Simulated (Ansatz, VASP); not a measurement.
**Cs2Ge: VASP beside Ansatz**

```
Cs Ge
1.0
     4.74530    0.00000    0.00000
    -2.37265    4.10955    0.00000
     0.00000    0.00000   10.01892
Cs Ge
2 1
Direct
  0.33333 0.66667 0.74607
  0.66667 0.33333 0.25393
  0.00000 0.00000 0.50000
```

Alike in both runs: task single point; functional PBE; k mesh 12 × 12 × 6; occupations gaussian, width 0.1 eV; no spin polarisation.

|  | VASP | Ansatz |
| --- | --- | --- |
| version | VASP 6.6.1 | Ansatz 0.2.0 |
| potentials or method | VASP PAW PBE potentials, release 64 (Cs_sv, Ge_d), cutoff 520 eV | scalar-relativistic, plane waves, PAW |
| valence electrons in the cell | 32 | 32 |

```csv
,VASP,Ansatz,Ansatz less VASP
gap on the k mesh at the Fermi level (eV),none,none,-
pressure (GPa),0.0,0.0,-0.03
rms of the force components (eV/Å),0.001,0.003,+0.0022
```

Atom by atom the forces differ by 0.002 eV/Å (rms over components). A gap of «none» marks a metal or a gap that the smearing closes. With one functional, cell and mesh, what is left measures potentials, basis and numerics.

Spin-orbit coupling is off throughout.
